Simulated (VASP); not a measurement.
# C in VASP: a series of runs

C is run at these levels: LDA; tasks: single point.

Program: VASP 6.6.1. These are calculated values, not measurements. Logs are shortened: lines on timing, memory, paths and dates and some standing lists are left out, and cuts for length are marked.

## Step 1: The cell of the first run

The cell holds a slab with vacuum, 2 atoms: a = 2.200 Å, b = 2.200 Å, c = 28.000 Å, α = 90.00°, β = 90.00°, γ = 120.00°.

## Step 2: Single point, LDA

The input, INCAR:

```
SYSTEM = C
ALGO = Normal
DIPOL = 0.5 0.5 0.500
EDIFF = 1E-6
ENCUT = 520
GGA = CA
GGA_COMPAT = .FALSE.
IDIPOL = 3
ISIF = 2
ISMEAR = 0
LASPH = .TRUE.
LCHARG = .FALSE.
LDIPOL = .TRUE.
LREAL = .FALSE.
LWAVE = .FALSE.
NBANDS = 11
NELM = 120
NELMDL = -8
PREC = Accurate
SIGMA = 0.1
```

The input, KPOINTS:

```
k-points
0
G
  21 21 1
  0 0 0
```

The input, POSCAR:

```
C
1.0
    2.2000000000      0.0000000000      0.0000000000
   -1.1000000000      1.9052558883      0.0000000000
    0.0000000000      0.0000000000     28.0000000000
C
2
Direct
    0.3333333333      0.6666666667      0.5101964286
    0.6666666667      0.3333333333      0.4898035714
```

Potentials or basis: VASP PAW LDA potentials, release 64 (C).

On the command line:

```console
$ cat potpaw_LDA.64/C/POTCAR > POTCAR
$ mpirun -np 1 vasp_std > vasp.out
```

OUTCAR:

```text
SYSTEM = C
   EDIFF = 1E-6
   ENCUT = 520
   GGA = CA
   ISIF = 2
   ISMEAR = 0
   LASPH = .TRUE.
   LREAL = .FALSE.
   NELM = 120
   NELMDL = -8
   PREC = Accurate

 ion  position               nearest neighbor table
   1  0.333  0.667  0.510-   2 1.39   2 1.39   2 1.39
   2  0.667  0.333  0.490-   1 1.39   1 1.39   1 1.39

  LATTYP: Found a hexagonal cell.
 ALAT       =     2.2000000000
 C/A-ratio  =    12.7272727273

  Lattice vectors:

 A1 = (   2.2000000000,   0.0000000000,   0.0000000000)
 A2 = (  -1.1000000000,   1.9052558883,   0.0000000000)
 A3 = (   0.0000000000,   0.0000000000,  28.0000000000)

Analysis of symmetry for initial positions (statically):
=====================================================================
 Subroutine PRICEL returns:
 Original cell was already a primitive cell.

 Routine SETGRP: Setting up the symmetry group for a
 hexagonal supercell.

 Subroutine GETGRP returns: Found 12 space group operations
 (whereof 12 operations were pure point group operations)
 out of a pool of 24 trial point group operations.

The static configuration has the point symmetry D_3d.

Analysis of symmetry for dynamics (positions and initial velocities):
=====================================================================
 Subroutine PRICEL returns:
 Original cell was already a primitive cell.

 Routine SETGRP: Setting up the symmetry group for a
 hexagonal supercell.

 Subroutine GETGRP returns: Found 12 space group operations
 (whereof 12 operations were pure point group operations)
 out of a pool of 24 trial point group operations.

The dynamic configuration has the point symmetry D_3d.

 Subroutine INISYM returns: Found 12 space group operations
 (whereof 12 operations are pure point group operations),
 and found     1 'primitive' translations

----------------------------------------------------------------------------------------

                                     Primitive cell

  volume of cell :     117.3638

  direct lattice vectors                    reciprocal lattice vectors
     2.200000000  0.000000000  0.000000000     0.454545455  0.262431941  0.000000000
    -1.100000000  1.905255888  0.000000000     0.000000000  0.524863881  0.000000000
     0.000000000  0.000000000 28.000000000     0.000000000  0.000000000  0.035714286

  length of vectors
     2.200000000  2.200000000 28.000000000     0.524863881  0.524863881  0.035714286

  position of ions in fractional coordinates (direct lattice)
     0.333333333  0.666666667  0.510196429
     0.666666667  0.333333333  0.489803571

  ion indices of the primitive-cell ions
   primitive index   ion index
[... 90 lines left out ...]
   EFERMI_NEDOS =   21; number of points for ismear=-14 and -15
   IALGO  =     38    algorithm
   IMIX   =      4    mixing-type and parameters
     AMIX     =   0.40;   BMIX     =  1.00
     AMIX_MAG =   1.60;   BMIX_MAG =  1.00
  volume/ion in A,a.u.               =      58.68       396.00
  Fermi-wavevector in a.u.,A,eV,Ry     =   0.668744  1.263744  6.084785  0.447219
  Thomas-Fermi vector in A             =   1.743749
   LORBIT       =      0    0 simple, 1 ext, 2 COOP (PROOUT), +10 PAW based schemes
   GGA     = CA    functional components
   LHFCALC =     F    Hartree Fock is set to
   AEXX    =    0.0000 exact exchange contribution
   IVDW    =     0    specifies the selected vdW correction
   LEPSILON=     F    determine dielectric tensor
   LRPA    =     F    only Hartree local field effects (RPA)
 non-spin polarized calculation
 Gauss-broadening in eV      SIGMA  =   0.10
  energy-cutoff  :      520.00
  volume of cell :      117.36
 maximum number of plane-waves:      3202
   NGX =  9   NGY =  9   NGZ =105

 number of electron       8.0000002 magnetization

 dipolmoment           0.000000      0.000000     -0.000000 electrons x Angstroem

 Free energy of the ion-electron system (eV)
  ---------------------------------------------------
  ext. energy  EPLUGINS =         0.00000000
  ---------------------------------------------------
  free energy    TOTEN  =       -15.82429151 eV

  energy without entropy =      -15.82097005  energy(sigma->0) =      -15.82263078

 E-fermi :  -2.8867     XC(G=0):  -1.8998

 val. band max:       -2.9471024056   @ k =   0.0476   0.0476   0.0000
 cond. band min:      -2.8802132663   @ k =   0.0952   0.0000   0.0000
 fundamental gap:      0.0668891393
 Fermi energy:        -2.8866942426

 k-point     1 :       0.0000    0.0000    0.0000
  band No.  band energies     occupation
      1     -24.3501      2.00000
      2     -12.3701      2.00000
      3      -3.1510      1.99981
      4      -2.3197      0.00000
      5      -2.3197      0.00000
      6       0.7144      0.00000
      7       1.2411      0.00000
      8       1.5481      0.00000
      9       1.6860      0.00000
     10       2.4688      0.00000
     11       2.6354      0.00000
[... 309 lines left out ...]
 k-point    24 :       0.1905    0.0952    0.0000
  band No.  band energies     occupation
      1     -22.4396      2.00000
      2     -10.6173      2.00000
      3      -7.5966      2.00000
      4      -5.9167      2.00000
      5      -1.5399      0.00000
      6       3.3101      0.00000
      7       3.7099      0.00000
      8       4.0791      0.00000
      9       4.3088      0.00000
     10       4.8928      0.00000
     11       5.2468      0.00000

 [... further k-points ...]

------------------------ aborting loop because EDIFF is reached ----------------------------------------

 vacuum level on the upper side and lower side of the slab       (xc-potential included)        -0.010        -0.010

  FORCE on cell =-STRESS in cart. coord.  units (eV):
  Direction    XX          YY          ZZ          XY          YZ          ZX
  --------------------------------------------------------------------------------------
  -------------------------------------------------------------------------------------
  Total       13.1848123     13.1848123     -4.9936794      0.0000000     -0.0000000      0.0000000
  in kB      179.9908833    179.9908833    -68.1706155      0.0000000     -0.0000000      0.0000000
  external PRESSURE =      97.2703837 kB  Pullay stress =       0.0000000 kB

 VOLUME and BASIS-vectors are now :
 -----------------------------------------------------------------------------
  energy-cutoff  :      520.00
  volume of cell :      117.36
      direct lattice vectors                 reciprocal lattice vectors
     2.200000000  0.000000000  0.000000000     0.454545455  0.262431941  0.000000000
    -1.100000000  1.905255888  0.000000000     0.000000000  0.524863881  0.000000000
     0.000000000  0.000000000 28.000000000     0.000000000  0.000000000  0.035714286

 POSITION                                       TOTAL-FORCE (eV/Angst)
 -----------------------------------------------------------------------------------
     -0.00000      1.27017     14.28550         0.000000      0.000000     -8.711323
      1.10000      0.63509     13.71450        -0.000000     -0.000000      8.711323
 -----------------------------------------------------------------------------------
    total drift:                               -0.000000      0.000000      0.000000

  FREE ENERGIE OF THE ION-ELECTRON SYSTEM (eV)
  ---------------------------------------------------
  free  energy   TOTEN  =       -15.8242915057 eV

  energy  without entropy=      -15.8209700527  energy(sigma->0) =      -15.82263078

 vacuum level on the upper side and lower side of the slab         1.337         1.337
```

OSZICAR:

```text
N       E                     dE             d eps       ncg     rms          rms(c)
DAV:   1     0.447514880606E+02    0.44751E+02   -0.37036E+03  1192   0.532E+02
DAV:   2    -0.145578784723E+02   -0.59309E+02   -0.51168E+02  1592   0.109E+02
DAV:   3    -0.181209485063E+02   -0.35631E+01   -0.35556E+01  1506   0.335E+01
[... 17 lines left out ...]
DAV:  21    -0.158242839102E+02   -0.25610E-04   -0.39588E-06  1268   0.597E-03    0.134E-03
DAV:  22    -0.158242883515E+02   -0.44413E-05   -0.37845E-07  1415   0.177E-03    0.666E-04
DAV:  23    -0.158242903030E+02   -0.19515E-05   -0.11966E-07  1360   0.142E-03    0.216E-04
DAV:  24    -0.158242914352E+02   -0.11322E-05   -0.33048E-08  1329   0.380E-04    0.159E-04
DAV:  25    -0.158242915057E+02   -0.70506E-07   -0.28368E-09  1550   0.248E-04
   1 F= -.15824292E+02 E0= -.15822631E+02  d E =-.332145E-02
```

Run time: 1.8 min. Hardware: 1 thread of Intel Xeon 8259CL, shared host; peak memory 0.2 GiB.

What came out:

```yaml
Free_energy: -15.8243 eV
Largest_force: 8.711 eV/Å
Band_gap_on_the_k_mesh: zero (bands 4 and 5 overlap by 0.81 eV)
```

Forces in eV/Å, atoms in the order of the input:
```
C    0.000  0.000 -8.711
C    0.000  0.000  8.711
```

(Part 1 of 2 ends here.)
